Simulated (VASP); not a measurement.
# PtSe2 in VASP: notebook

The runs below take PtSe2 through single point, with PBE+D3(BJ).

Everything below comes from runs of VASP 6.6.1. Logs are shortened: lines on timing, memory, paths and dates and some standing lists are left out, and cuts for length are marked.

## Step 1: The cell of the first run

The cell holds a slab with vacuum, 6 atoms: a = 3.707 Å, b = 3.707 Å, c = 22.798 Å, α = 90.00°, β = 90.00°, γ = 120.00°.

## Step 2: Single point, PBE+D3(BJ)

Contents of INCAR:

```
  PREC = Accurate
  ENCUT = 520
  EDIFF = 1E-6
  ISMEAR = 0
  SIGMA = 0.05
  LREAL = False
  LASPH = True
  NELM = 100
  ALGO = Normal
  ISIF = 2
  LWAVE = False
  LCHARG = False
  LDIPOL = True
  IDIPOL = 3
  DIPOL = 0.5 0.5 0.382
  GGA = PE
  IVDW = 12
  NBANDS = 31
```

Contents of KPOINTS:

```
regular mesh
0
Gamma
  9 9 1
```

Contents of POSCAR:

```
PtSe2
1.0
    3.7070357730      0.0000000000      0.0000000000
   -1.8535178865      3.2103871521      0.0000000000
    0.0000000000      0.0000000000     22.7981619012
Se Pt
4 2
Direct
    0.6666666667      0.3333333333      0.1973843339
    0.3333333333      0.6666666667      0.3135814625
    0.3333333333      0.6666666667      0.4499959688
    0.0000000000      1.0000000000      0.5661930974
    0.0000000000      0.0000000000      0.2554828982
   -0.3333333333      0.3333333333      0.5080945331
```

Potentials or basis: VASP PAW PBE potentials, release 64 (Se, Pt).

Started as:

```
$ cat potpaw_PBE.64/Se/POTCAR potpaw_PBE.64/Pt/POTCAR > POTCAR
$ mpirun -np 1 vasp_std > vasp.out
```

OUTCAR:

```text
PREC = Accurate
   ENCUT = 520
   EDIFF = 1E-6
   ISMEAR = 0
   LREAL = False
   LASPH = True
   NELM = 100
   ISIF = 2
   GGA = PE
   IVDW = 12
 IVDW          = 12

 ion  position               nearest neighbor table
   1  0.667  0.333  0.197-   5 2.52   5 2.52   5 2.52
   2  0.333  0.667  0.314-   5 2.52   5 2.52   5 2.52
   3  0.333  0.667  0.450-   6 2.52   6 2.52   6 2.52
   4  0.000  0.000  0.566-   6 2.52   6 2.52   6 2.52
   5  0.000  0.000  0.255-   2 2.52   1 2.52   2 2.52   1 2.52   2 2.52   1 2.52
   6  0.667  0.333  0.508-   3 2.52   3 2.52   4 2.52   4 2.52   4 2.52   3 2.52

  LATTYP: Found a hexagonal cell.
 ALAT       =     3.7070357730
 C/A-ratio  =     6.1499708385

  Lattice vectors:

 A1 = (   3.7070357730,   0.0000000000,   0.0000000000)
 A2 = (  -1.8535178865,   3.2103871521,   0.0000000000)
 A3 = (   0.0000000000,   0.0000000000,  22.7981619012)

Analysis of symmetry for initial positions (statically):
=====================================================================
 Subroutine PRICEL returns:
 Original cell was already a primitive cell.

 Routine SETGRP: Setting up the symmetry group for a
 hexagonal supercell.

 Subroutine GETGRP returns: Found 12 space group operations
 (whereof  6 operations were pure point group operations)
 out of a pool of 24 trial point group operations.

The static configuration has the point symmetry C_3v.
 The point group associated with its full space group is D_3d.

Analysis of symmetry for dynamics (positions and initial velocities):
=====================================================================
 Subroutine PRICEL returns:
 Original cell was already a primitive cell.

 Routine SETGRP: Setting up the symmetry group for a
 hexagonal supercell.

 Subroutine GETGRP returns: Found 12 space group operations
 (whereof  6 operations were pure point group operations)
 out of a pool of 24 trial point group operations.

The dynamic configuration has the point symmetry C_3v.
 The point group associated with its full space group is D_3d.

 Subroutine INISYM returns: Found 12 space group operations
 (whereof  6 operations are pure point group operations),
 and found     1 'primitive' translations

----------------------------------------------------------------------------------------

                                     Primitive cell

  volume of cell :     271.3214

  direct lattice vectors                    reciprocal lattice vectors
     3.707035773  0.000000000  0.000000000     0.269757310  0.155744456  0.000000000
[... 93 lines left out ...]
   NUPDOWN=      -1.0000    fix difference up-down
   EMIN   =  10.00;   EMAX   =-10.00  energy-range for DOS
   EFERMI =   0.00;   METHOD = LEGACY
   ISMEAR =     0;   SIGMA  =   0.05  broadening in eV -4-tet -1-fermi 0-gaus
   EFERMI_NEDOS =   21; number of points for ismear=-14 and -15
   IALGO  =     38    algorithm
   IMIX   =      4    mixing-type and parameters
     AMIX     =   0.40;   BMIX     =  1.00
     AMIX_MAG =   1.60;   BMIX_MAG =  1.00
  volume/ion in A,a.u.               =      45.22       305.16
  Fermi-wavevector in a.u.,A,eV,Ry     =   0.892752  1.687058 10.843938  0.797007
  Thomas-Fermi vector in A             =   2.014742
   LORBIT       =      0    0 simple, 1 ext, 2 COOP (PROOUT), +10 PAW based schemes
   GGA     = PE    functional components
   LHFCALC =     F    Hartree Fock is set to
   AEXX    =    0.0000 exact exchange contribution
   IVDW    =    12    specifies the selected vdW correction
   LEPSILON=     F    determine dielectric tensor
   LRPA    =     F    only Hartree local field effects (RPA)
 non-spin polarized calculation
 Gauss-broadening in eV      SIGMA  =   0.05
  energy-cutoff  :      520.00
  volume of cell :      271.32
 maximum number of plane-waves:      7334
 NGX is ok and might be reduce to    28
   NGX = 13   NGY = 13   NGZ = 85

 dipolmoment           0.000000      0.000000      0.000006 electrons x Angstroem

 number of electron      44.0000001 magnetization

 dipolmoment           0.000000      0.000000     -0.000002 electrons x Angstroem

 Free energy of the ion-electron system (eV)
  ---------------------------------------------------
  ext. energy  EPLUGINS =         0.00000000
  ---------------------------------------------------
  free energy    TOTEN  =       -28.38687648 eV

  energy without entropy =      -28.38687648  energy(sigma->0) =      -28.38687648

 E-fermi :   0.2608     XC(G=0):  -5.4450

 val. band max:        0.0512987035   @ k =   0.1111   0.1111   0.0000
 cond. band min:       0.4705757591   @ k =   0.2222  -0.0000   0.0000
 fundamental gap:      0.4192770556
 Fermi energy:         0.2607896162

 k-point     1 :       0.0000    0.0000    0.0000
  band No.  band energies     occupation
      1     -14.8399      2.00000
      2     -14.6776      2.00000
      3     -13.1401      2.00000
      4     -12.8532      2.00000
      5      -6.2358      2.00000
      6      -5.7706      2.00000
[... 397 lines left out ...]
     30       7.3662      0.00000
     31       7.3662      0.00000

------------------------ aborting loop because EDIFF is reached ----------------------------------------

 vacuum level on the upper side and lower side of the slab       (xc-potential included)        -0.151        -0.151

 Edisp (eV)   -2.13747

 E8    (eV) :    -0.9465

  FORCE on cell =-STRESS in cart. coord.  units (eV):
  Direction    XX          YY          ZZ          XY          YZ          ZX
  --------------------------------------------------------------------------------------
  -------------------------------------------------------------------------------------
  Total       0.30592     0.30592     1.27156    -0.00000     0.00000     0.00000
  in kB       1.80647     1.80647     7.50870    -0.00000     0.00000     0.00000
  external pressure =        3.71 kB  Pullay stress =        0.00 kB

 VOLUME and BASIS-vectors are now :
 -----------------------------------------------------------------------------
  energy-cutoff  :      520.00
  volume of cell :      271.32
      direct lattice vectors                 reciprocal lattice vectors
     3.707035773  0.000000000  0.000000000     0.269757310  0.155744456  0.000000000
    -1.853517886  3.210387152  0.000000000     0.000000000  0.311488912  0.000000000
     0.000000000  0.000000000 22.798161901     0.000000000  0.000000000  0.043863185

 POSITION                                       TOTAL-FORCE (eV/Angst)
 -----------------------------------------------------------------------------------
      1.85352      1.07013      4.50000         0.000000     -0.000000     -0.013947
     -0.00000      2.14026      7.14908        -0.000000      0.000000     -0.319844
     -0.00000      2.14026     10.25908         0.000000      0.000000      0.319844
      0.00000      0.00000     12.90816        -0.000000      0.000000      0.013947
      0.00000      0.00000      5.82454         0.000000      0.000000     -0.036387
      1.85352      1.07013     11.58362        -0.000000     -0.000000      0.036387
 -----------------------------------------------------------------------------------
    total drift:                               -0.000000      0.000000     -0.000065

  FREE ENERGIE OF THE ION-ELECTRON SYSTEM (eV)
  ---------------------------------------------------
  free  energy   TOTEN  =       -30.5243506850 eV

  energy  without entropy=      -30.5243506849  energy(sigma->0) =      -30.52435068

 vacuum level on the upper side and lower side of the slab         4.861         4.860
```

Run time: 7.2 min. Hardware: 1 thread of Intel Xeon 8259CL, shared host; peak memory 0.42 GiB.

Results:

```
Free energy                : -30.5244 eV
Largest force              : 0.320 eV/Å
Band gap on the k mesh     : 0.42 eV (least direct gap 0.69 eV)
Dispersion energy per atom : -0.356 eV
```

Forces on the atoms (eV/Å):
```
Se   0.000  0.000 -0.014
Se   0.000  0.000 -0.320
Se   0.000  0.000  0.320
Se   0.000  0.000  0.014
Pt   0.000  0.000 -0.036
Pt   0.000  0.000  0.036
```

Levels at points of the mesh, in eV from the valence-band top:
| k point | band 20 | band 21 | band 22 | band 23 | band 24 | band 25 |
| --- | --- | --- | --- | --- | --- | --- |
| (0.00, 0.00, 0.00) | -0.67 | -0.67 | -0.42 | 2.08 | 2.08 | 2.34 |

Caveat: spin-orbit coupling is left out, which moves the levels of the heavy elements.

(Continued in part 2 of 2.)
